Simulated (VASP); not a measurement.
Set up this calculation in VASP 6.6.1, as the native input.

```yaml
Task: single point
Functional: PBE
Potentials_or_basis: VASP PAW PBE potentials, release 64 (Rb_sv, Na_pv, O)
Cutoff: 520 eV
k_mesh: 6 × 6 × 8
Occupations: gaussian, width 0.1 eV
Spin: no spin polarisation
Dipole_correction: no
Further_INCAR_settings: ALGO = Fast; EDIFF = 1e-06; NBANDS = 32
```

The structure of Rb3NaO2 lies in POSCAR:

```
Rb3NaO2
1.0
    4.1710478051     -4.8759070949      0.0000000000
    4.1710478051      4.8759070949      0.0000000000
    0.0000000000      0.0000000000      4.2720063402
Rb Na O
3 1 2
Direct
    0.5000000000      0.5000000000      0.0000000000
    0.0000000000      0.5000000000      0.5000000000
    0.5000000000      0.0000000000      0.5000000000
    0.0000000000      0.0000000000      0.0000000000
    0.7736712808      0.2263287192      0.0000000000
    0.2263287192      0.7736712808      0.0000000000
```

The cell was generated, and may not be a known phase.

One way to write it, as run:

INCAR

```
SYSTEM = Rb3NaO2
PREC     = Accurate       ! precision mode
ENCUT    = 520            ! plane-wave cutoff, eV
EDIFF    = 1E-6           ! SCF threshold, eV
ISMEAR   = 0              ! smearing method
SIGMA    = 0.1            ! smearing width, eV
LREAL    = .FALSE.        ! projectors in reciprocal space
LASPH    = .TRUE.         ! aspherical terms in the spheres
NELM     = 80             ! most SCF steps
ALGO     = Fast           ! electronic algorithm
ISIF     = 2              ! what is computed and relaxed
LWAVE    = .FALSE.        ! write WAVECAR
LCHARG   = .TRUE.         ! write CHGCAR
GGA      = PE             ! functional
LELF     = .TRUE.         ! ELF
LVHAR    = .TRUE.       
NBANDS   = 32             ! bands
```

KPOINTS

```
Automatic mesh
0
G
  6 6 8
  0 0 0
```

Potentials or basis: VASP PAW PBE potentials, release 64 (Rb_sv, Na_pv, O).

Command:

```console
$ cat potpaw_PBE.64/Rb_sv/POTCAR potpaw_PBE.64/Na_pv/POTCAR potpaw_PBE.64/O/POTCAR > POTCAR
$ mpirun -np 1 vasp_std > vasp.out
```

Results of the run:

| Property | Result |
| --- | --- |
| Pressure | 0.1 GPa |
| Band gap on the k mesh | 0.01 eV (least direct gap 0.02 eV) |

Caveat: the smearing spreads over this small gap; semilocal functionals underestimate gaps, and a narrow one can read as zero.

Run time: 32 min on 1 thread of Oxide Virtual Turin-like Processor, with other jobs on the host, peak memory 0.43 GiB.
